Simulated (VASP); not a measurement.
A run of VASP 6.6.1:

The input POSCAR:

```
CsSnBr3
1.0
    5.8411490944      0.0000000000      0.0000000000
    0.0000000000      5.8411490944      0.0000000000
    0.0000000000      0.0000000000      5.8411490944
Cs Sn Br
1 1 3
Direct
    0.0000000000      0.0000000000      0.0000000000
    0.5000000000      0.5000000000      0.5000000000
    0.5000000000      0.5000000000      0.0000000000
    0.5000000000      0.0000000000      0.5000000000
    0.0000000000      0.5000000000      0.5000000000
```

INCAR.step1

```
SYSTEM = CsSnBr3
ALGO = Normal
EDIFF = 1E-5
ENCUT = 400
GGA = PE
GGA_COMPAT = .False.
ISIF = 2
ISMEAR = 1
LASPH = .True.
LCHARG = .False.
LREAL = .False.
LWAVE = .True.
NBANDS = 30
NELM = 120
PREC = Accurate
SIGMA = 0.2
```

The input INCAR.step2:

```
SYSTEM = CsSnBr3
ALGO = Normal
EDIFF = 1E-6
ENCUT = 400
GGA = PE
GGA_COMPAT = .False.
HFSCREEN = 0.2079
ISIF = 2
ISMEAR = 1
ISTART = 1
LASPH = .True.
LCHARG = .False.
LHFCALC = .True.
LREAL = .False.
LWAVE = .False.
NBANDS = 30
NELM = 120
PREC = Accurate
PRECFOCK = Normal
SIGMA = 0.2
```

KPOINTS

```
k-points
0
Gamma
  2 2 2
  0 0 0
```

Potentials or basis: VASP PAW PBE potentials, release 64 (Cs_sv, Sn_d, Br).

Command:

```bash
$ cat potpaw_PBE.64/Cs_sv/POTCAR potpaw_PBE.64/Sn_d/POTCAR potpaw_PBE.64/Br/POTCAR > POTCAR
$ cp INCAR.step1 INCAR
$ mpirun -np 1 vasp_std > vasp.out
$ cp INCAR.step2 INCAR
$ mpirun -np 1 vasp_std > vasp.out
```

Hardware: 1 thread of Intel Xeon 8259CL (shared host).

**Question.** Estimate the wall time of this run.

**Answer.** Wall time 13 min on 1 thread of Intel Xeon 8259CL, with other jobs on the host, peak memory 0.37 GiB. Counts: k points 4.
